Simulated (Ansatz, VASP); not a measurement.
# One calculation of Sc3Ru, two programs

```
Sc Ru
1.0
     4.29853    0.00000    0.00000
     0.00000    4.29853    0.00000
     0.00000    0.00000    4.29853
Sc Ru
3 1
Cartesian
  0.0000 2.1493 2.1493
  2.1493 0.0000 2.1493
  2.1493 2.1493 0.0000
  0.0000 0.0000 0.0000
```

Alike in both runs: functional PBE; k mesh 12 × 12 × 12; occupations gaussian, width 0.1 eV; no spin polarisation.

Ansatz relaxed the structure, and its values are those at the end. VASP's run is a single point on that final structure, the one shown.

|  | VASP | Ansatz |
| --- | --- | --- |
| version | VASP 6.6.1 | Ansatz 0.2.0 |
| potentials or method | VASP PAW PBE potentials, release 64 (Sc_sv, Ru_pv), cutoff 520 eV | scalar-relativistic, plane waves, PAW |
| valence electrons in the cell | 47 | 49 |

Ansatz gave:

| Property | Result |
| --- | --- |
| gap on the k mesh at the Fermi level (eV) | none |
| pressure (GPa) | 0.0 |

**Question.** What did VASP give for the same quantities?

**Answer.** gap on the k mesh at the Fermi level (eV): none; pressure (GPa): 0.1.

A gap of «none» marks a metal or a gap that the smearing closes. VASP's potentials hold 47 valence electrons a cell and Ansatz's 49, so a difference there can come from the potentials and not from the codes.
